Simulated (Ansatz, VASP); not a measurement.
## One calculation of Al, two programs

Contents of INCAR:

```
SYSTEM = Al
PREC = Accurate
ENCUT = 400
EDIFF = 1E-8
ISMEAR = -1
SIGMA = 0.05
LREAL = .FALSE.
LASPH = .TRUE.
NELM = 120
ALGO = Normal
ISIF = 2
LWAVE = .FALSE.
LCHARG = .FALSE.
GGA = PS
LEFG = .TRUE.
NBANDS = 8
GGA_COMPAT = .FALSE.
```

Contents of KPOINTS:

```
regular mesh
0
G
  15 15 15
  0 0 0
```

File POSCAR:

```
Al
1.0
    2.6847885020      0.0000000000      0.0000000000
    0.0000000000      2.6847885020      0.0000000000
    0.0000000000      0.0000000000      2.6847885020
Al
1
Direct
    0.0000000000      0.0000000000      0.0000000000
```

Input for Ansatz:

```yaml
crystal:
  lattice:
    - [2.684788502, 0.0, 0.0]
    - [0.0, 2.684788502, 0.0]
    - [0.0, 0.0, 2.684788502]
  atoms:
    - { symbol: Al, position: [0.0, 0.0, 0.0] }
kpoints:
  mp_grid: { grid: [15, 15, 15] }
scf:
  occupations: { method: fermi_dirac, width: 0.05 }
hamiltonian:
  xc: pbesol
  pseudopotentials: { kind: paw }
output:
  forces: true
  stress: true
  eigenvalues: true
  efg: { contact_densities: true }
```

Change from the starting cell: functional pbesol, volume scaled by 0.96, PAW files.

Alike in both runs: task electric field gradients; functional PBEsol; k mesh 15 × 15 × 15; occupations fermi-dirac, width 0.05 eV; no spin polarisation.

|  | VASP | Ansatz |
| --- | --- | --- |
| version | VASP 6.6.1 | Ansatz 0.2.0 |
| potentials or method | VASP PAW PBE potentials, release 64 (Al) | PAW with Ansatz's default frozen-core files, scalar-relativistic |
| plane-wave cutoff (eV) | 400 | 420 |
| valence electrons in the cell | 3 | 3 |

```csv
,VASP,Ansatz,Ansatz less VASP
pressure (GPa),1.2,1.2,-0.08
```

VASP's potentials were made for PBE, not for PBEsol.
